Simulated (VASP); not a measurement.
**SnO2: relaxation of cell and atoms with LDA**

SnO2:

```
Sn O
1.0
     4.73735    0.00000    0.00000
     0.00000    4.73735    0.00000
     0.00000    0.00000    3.18640
Sn O
2 4
Direct
  0.00000 0.00000 0.00000
  0.50000 0.50000 0.50000
  0.30562 0.30562 0.00000
  0.19438 0.80562 0.50000
  0.69438 0.69438 0.00000
  0.80562 0.19438 0.50000
```

```yaml
Program: VASP 6.6.1
Task: relaxation of cell and atoms
Functional: LDA
Potentials_or_basis: VASP PAW LDA potentials, release 64 (Sn_d, O)
Cutoff: 600 eV
k_mesh: 6 × 6 × 8
Occupations: gaussian, width 0.02 eV
Spin: no spin polarisation
Dipole_correction: no
Further_INCAR_settings: ALGO = Normal; EDIFF = 1e-06; IBRION = 2; EDIFFG = -0.002; NSW = 100; ISIF = 3
```

| Quantity | Value |
| --- | --- |
| Relaxed volume | 11.90 Å³/atom |
| Relaxed cell | a = 4.727 Å, b = 4.727 Å, c = 3.196 Å, α = 90.00°, β = 90.00°, γ = 90.00° |
| Space group after relaxing (to 0.1 Å) | P4_2/mnm (No. 136) |
| Energy gained by relaxing | 0.2 meV/atom |
| Ionic steps | 6 |
| Pressure after relaxing | 0.0 GPa |
| Band gap on the k mesh | 1.15 eV |

Step by step:
```tsv
step	energy change (eV)	largest force (eV/Å)	pressure (GPa)	volume (Å³)
1	0.0000	0.0490	-0.16	71.51
2	-0.0010	0.0040	0.12	71.39
3	-0.0010	0.0108	0.24	71.35
4	-0.0009	0.0022	-0.34	71.52
5	-0.0011	0.0057	0.00	71.42
6	-0.0011	0.0003	-0.01	71.42
```

Final structure:
```cif
data_structure
_symmetry_space_group_name_H-M 'P 1'
_symmetry_Int_Tables_number 1
_cell_length_a 4.7269
_cell_length_b 4.7269
_cell_length_c 3.1963
_cell_angle_alpha 90.000
_cell_angle_beta 90.000
_cell_angle_gamma 90.000
_cell_volume 71.42
loop_
_atom_site_label
_atom_site_type_symbol
_atom_site_fract_x
_atom_site_fract_y
_atom_site_fract_z
_atom_site_occupancy
Sn1 Sn 0.00000 0.00000 0.00000 1
Sn2 Sn 0.50000 0.50000 0.50000 1
O1 O 0.30604 0.30604 0.00000 1
O2 O 0.19396 0.80604 0.50000 1
O3 O 0.69396 0.69396 0.00000 1
O4 O 0.80604 0.19396 0.50000 1
```

Levels at points of the mesh, in eV from the valence-band top:
```tsv
k point	band 22	band 23	band 24	band 25	band 26	band 27	band 28	band 29	band 30	band 31
(0.00, 0.00, 0.00)	-1.28	-1.28	-0.80	-0.80	0.00	1.15	5.92	6.05	6.05	10.10
(0.50, 0.00, 0.00)	-2.03	-1.24	-1.24	-0.65	-0.65	4.31	4.31	6.81	6.81	10.80
(0.50, 0.50, 0.00)	-2.06	-1.37	-1.37	-0.91	-0.91	4.70	4.70	7.29	7.29	10.80
(0.00, 0.00, 0.50)	-2.71	-1.72	-1.72	-1.28	-1.28	6.03	6.03	9.52	9.52	10.36
(0.50, 0.00, 0.50)	-1.79	-1.13	-1.13	-0.72	-0.72	6.31	6.31	7.88	7.88	10.72
(0.50, 0.50, 0.50)	-2.43	-0.99	-0.99	-0.84	-0.84	4.69	4.69	8.63	8.63	10.72
```

It took 6.2 min on 1 thread of Intel(R) Xeon(R) Platinum 8488C (Sapphire Rapids), on a shared host, peak memory 0.25 GiB.

Caveat: spin-orbit coupling is left out, which moves the levels of the heavy elements.
